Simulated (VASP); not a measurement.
# Al3N in VASP: further runs, part 2 of 4

VASP 6.6.1. Earlier steps stand in the parts before.

### Step 4. Single point, PBE, collinear spin, ferromagnetic start

INCAR reads:

```
  PREC = Accurate
  ENCUT = 520
  EDIFF = 1E-7
  ISMEAR = 0
  SIGMA = 0.1
  LREAL = False
  LASPH = True
  NELM = 150
  ALGO = Normal
  ISIF = 2
  LWAVE = False
  LCHARG = True
  ISPIN = 2
  MAGMOM = 0 0 0 3
  LORBIT = 11
  LDIPOL = True
  IDIPOL = 3
  DIPOL = 0.5 0.5 0.361
  GGA = PE
  LELF = True
  LVHAR = True
  LVACPOTAV = True
  NBANDS = 19
```

KPOINTS reads:

```
Automatic mesh
0
Gamma
  9 9 1
```

POSCAR reads:

```
Al3N
1.0
    2.8567582919      0.0000000000      0.0000000000
   -1.4283791460      2.4740252533      0.0000000000
    0.0000000000      0.0000000000     21.6013781961
Al N
3 1
Direct
    0.6666666667      0.3333333333      0.1851733701
    0.3333333333      0.6666666667      0.2916813827
    0.0000000000      0.0000000000      0.3981865471
    0.0000000000      0.0000000000      0.5680831142
```

Potentials or basis: VASP PAW PBE potentials, release 64 (Al, N).

The run is started by

```sh
$ cat potpaw_PBE.64/Al/POTCAR potpaw_PBE.64/N/POTCAR > POTCAR
$ mpirun -np 1 vasp_std > vasp.out
```

OUTCAR:

```text
PREC = Accurate
   ENCUT = 520
   EDIFF = 1E-7
   ISMEAR = 0
   LREAL = False
   LASPH = True
   NELM = 150
   ISIF = 2
   ISPIN = 2
   LORBIT = 11
   GGA = PE

 ion  position               nearest neighbor table
   1  0.667  0.333  0.185-   2 2.83   2 2.83   2 2.83
   2  0.333  0.667  0.292-   3 2.83   3 2.83   3 2.83   1 2.83   1 2.83   1 2.83
   3  0.000  0.000  0.398-   2 2.83   2 2.83   2 2.83
   4  0.000  0.000  0.568-

  LATTYP: Found a hexagonal cell.
 ALAT       =     2.8567582919
 C/A-ratio  =     7.5615001302

  Lattice vectors:

 A1 = (   2.8567582919,   0.0000000000,   0.0000000000)
 A2 = (  -1.4283791460,   2.4740252533,   0.0000000000)
 A3 = (   0.0000000000,   0.0000000000,  21.6013781961)

Analysis of symmetry for initial positions (statically):
=====================================================================
 Subroutine PRICEL returns:
 Original cell was already a primitive cell.

 Routine SETGRP: Setting up the symmetry group for a
 hexagonal supercell.

 Subroutine GETGRP returns: Found  6 space group operations
 (whereof  6 operations were pure point group operations)
 out of a pool of 24 trial point group operations.

The static configuration has the point symmetry C_3v.

Analysis of symmetry for dynamics (positions and initial velocities):
=====================================================================
 Subroutine PRICEL returns:
 Original cell was already a primitive cell.

 Routine SETGRP: Setting up the symmetry group for a
 hexagonal supercell.

 Subroutine GETGRP returns: Found  6 space group operations
 (whereof  6 operations were pure point group operations)
 out of a pool of 24 trial point group operations.

The dynamic configuration has the point symmetry C_3v.

Analysis of structural, dynamic, and magnetic symmetry:
=====================================================================
 Subroutine PRICEL returns:
 Original cell was already a primitive cell.

 Routine SETGRP: Setting up the symmetry group for a
 hexagonal supercell.

 Subroutine GETGRP returns: Found  6 space group operations
 (whereof  6 operations were pure point group operations)
 out of a pool of 24 trial point group operations.

The overall configuration has the point symmetry C_3v.

 Subroutine INISYM returns: Found  6 space group operations
 (whereof  6 operations are pure point group operations),
 and found     1 'primitive' translations

----------------------------------------------------------------------------------------

                                     Primitive cell

  volume of cell :     152.6719

  direct lattice vectors                    reciprocal lattice vectors
     2.856758292  0.000000000  0.000000000     0.350047116  0.202099796  0.000000000
    -1.428379146  2.474025253  0.000000000     0.000000000  0.404199593  0.000000000
     0.000000000  0.000000000 21.601378196     0.000000000  0.000000000  0.046293343

  length of vectors
     2.856758292  2.856758292 21.601378196     0.404199593  0.404199593  0.046293343

  position of ions in fractional coordinates (direct lattice)
     0.666666667  0.333333333  0.185173370
[... 71 lines left out ...]
   EDIFFG = 0.1E-05   stopping-criterion for IOM
   NSW    =      0    number of steps for IOM
   IBRION =     -1    ionic relax: 0-MD 1-quasi-New 2-CG
   NFREE  =      0    steps in history (QN), initial steepest desc. (CG)
   ISIF   =      2    stress and relaxation
   ISYM   =      2    0-nonsym 1-usesym 2-fastsym
   POTIM  = 0.5000    time-step for ionic-motion
   TEBEG  =    0.0;   TEEND  =   0.0 temperature during run
   PSTRESS=    0.0 pullay stress
   NELECT =      14.0000    total number of electrons
   NUPDOWN=      -1.0000    fix difference up-down
   EMIN   =  10.00;   EMAX   =-10.00  energy-range for DOS
   EFERMI =   0.00;   METHOD = LEGACY
   ISMEAR =     0;   SIGMA  =   0.10  broadening in eV -4-tet -1-fermi 0-gaus
   EFERMI_NEDOS =   21; number of points for ismear=-14 and -15
   IALGO  =     38    algorithm
   IMIX   =      4    mixing-type and parameters
     AMIX     =   0.40;   BMIX     =  1.00
     AMIX_MAG =   1.60;   BMIX_MAG =  1.00
  volume/ion in A,a.u.               =      38.17       257.57
  Fermi-wavevector in a.u.,A,eV,Ry     =   0.738240  1.395072  7.415160  0.544999
  Thomas-Fermi vector in A             =   1.832115
   LORBIT       =     11    0 simple, 1 ext, 2 COOP (PROOUT), +10 PAW based schemes
   GGA     = PE    functional components
   LHFCALC =     F    Hartree Fock is set to
   AEXX    =    0.0000 exact exchange contribution
   IVDW    =     0    specifies the selected vdW correction
   LEPSILON=     F    determine dielectric tensor
   LRPA    =     F    only Hartree local field effects (RPA)
 spin polarized calculation
 Gauss-broadening in eV      SIGMA  =   0.10
  energy-cutoff  :      520.00
  volume of cell :      152.67
 maximum number of plane-waves:      4139
 NGX is ok and might be reduce to    24
   NGX = 11   NGY = 11   NGZ = 81

 dipolmoment           0.000000      0.000000     -0.031269 electrons x Angstroem

 number of electron      13.9999999 magnetization       2.7993635

 dipolmoment           0.000000      0.000000      0.081280 electrons x Angstroem

 Free energy of the ion-electron system (eV)
  ---------------------------------------------------
  ext. energy  EPLUGINS =         0.00000000
  ---------------------------------------------------
  free energy    TOTEN  =       -13.44917749 eV

  energy without entropy =      -13.42700208  energy(sigma->0) =      -13.43808979

 E-fermi :  -0.2315     XC(G=0):  -5.0451

 val. band max:       -0.2319433910   @ k =   0.3333   0.1111   0.0000
 cond. band min:      -0.2249648482   @ k =   0.2222   0.2222   0.0000
 fundamental gap:      0.0069785428
 Fermi energy:        -0.2314501954

 spin component 1

 k-point     1 :       0.0000    0.0000    0.0000
  band No.  band energies     occupation
      1     -14.8518      1.00000
      2     -10.8797      1.00000
      3      -9.1149      1.00000
      4      -6.3782      1.00000
      5      -3.5718      1.00000
      6      -2.8665      1.00000
[... 240 lines left out ...]
      5      -3.0635      1.00000
      6      -3.0146      1.00000
[... 11 lines left out ...]
     18       8.2378      0.00000
     19       8.9638      0.00000
 Fermi energy:        -0.2314501954

 spin component 2

 k-point     1 :       0.0000    0.0000    0.0000
  band No.  band energies     occupation
      1     -10.9268      1.00000
      2     -10.6513      1.00000
      3      -9.1566      1.00000
      4      -6.4154      1.00000
      5      -3.2943      1.00000
      6      -0.0827      0.01771
[... 241 lines left out ...]
      6      -1.1674      1.00000
[... 11 lines left out ...]
     18       8.2246      0.00000
     19       8.9624      0.00000

------------------------ aborting loop because EDIFF is reached ----------------------------------------

  FORCE on cell =-STRESS in cart. coord.  units (eV):
  Direction    XX          YY          ZZ          XY          YZ          ZX
  --------------------------------------------------------------------------------------
  -------------------------------------------------------------------------------------
  Total       -0.1158941     -0.1158941      0.4546794      0.0000000     -0.0000000      0.0000000
  in kB       -1.2162218     -1.2162218      4.7715200      0.0000000     -0.0000000      0.0000000
  external PRESSURE =       0.7796921 kB  Pullay stress =       0.0000000 kB

 VOLUME and BASIS-vectors are now :
 -----------------------------------------------------------------------------
  energy-cutoff  :      520.00
  volume of cell :      152.67
      direct lattice vectors                 reciprocal lattice vectors
     2.856758292  0.000000000  0.000000000     0.350047116  0.202099796  0.000000000
    -1.428379146  2.474025253  0.000000000     0.000000000  0.404199593  0.000000000
     0.000000000  0.000000000 21.601378196     0.000000000  0.000000000  0.046293343

 POSITION                                       TOTAL-FORCE (eV/Angst)
 -----------------------------------------------------------------------------------
      1.42838      0.82468      4.00000        -0.000000      0.000000     -0.190839
     -0.00000      1.64935      6.30072         0.000000     -0.000000     -0.021714
      0.00000      0.00000      8.60138        -0.000000      0.000000      0.337485
      0.00000      0.00000     12.27138        -0.000000      0.000000     -0.124932
 -----------------------------------------------------------------------------------
    total drift:                                0.000000     -0.000000     -0.000126

  FREE ENERGIE OF THE ION-ELECTRON SYSTEM (eV)
  ---------------------------------------------------
  free  energy   TOTEN  =       -13.4491774923 eV

  energy  without entropy=      -13.4270020822  energy(sigma->0) =      -13.43808979

 vacuum level on the upper side and lower side of the slab         5.799         3.718

 total charge

# of ion       s       p       d       tot
------------------------------------------
    1        0.454   0.310   0.000   0.764
    2        0.425   0.349   0.000   0.774
    3        0.453   0.306   0.000   0.759
    4        1.359   1.940   0.000   3.299
--------------------------------------------------
tot          2.691   2.905   0.000   5.596

 magnetization (x)

# of ion       s       p       d       tot
------------------------------------------
    1       -0.004  -0.004   0.000  -0.008
    2       -0.005  -0.005   0.000  -0.010
    3       -0.006  -0.006   0.000  -0.013
    4        0.050   1.877   0.000   1.927
--------------------------------------------------
tot          0.035   1.862   0.000   1.897
```

Run time: 3.2 min. Hardware: 1 thread of Intel Xeon Platinum 8259CL at 2.50GHz (Skylake/Cascade Lake), shared host; peak memory 0.38 GiB.

Results:

* Free energy: -13.4492 eV
* Largest force: 0.337 eV/Å
* Net moment: 2.80 μB per cell
* Site moments: Al -0.01; N +1.93 μB
* Valence electrons inside the program's atomic spheres: Al 0.76, 0.77; N 3.30

Forces in eV/Å, atoms in the order of the input:
```
Al   0.000  0.000 -0.191
Al   0.000  0.000 -0.022
Al   0.000  0.000  0.337
N    0.000  0.000 -0.125
```

(Part 2 of 4 ends here.)
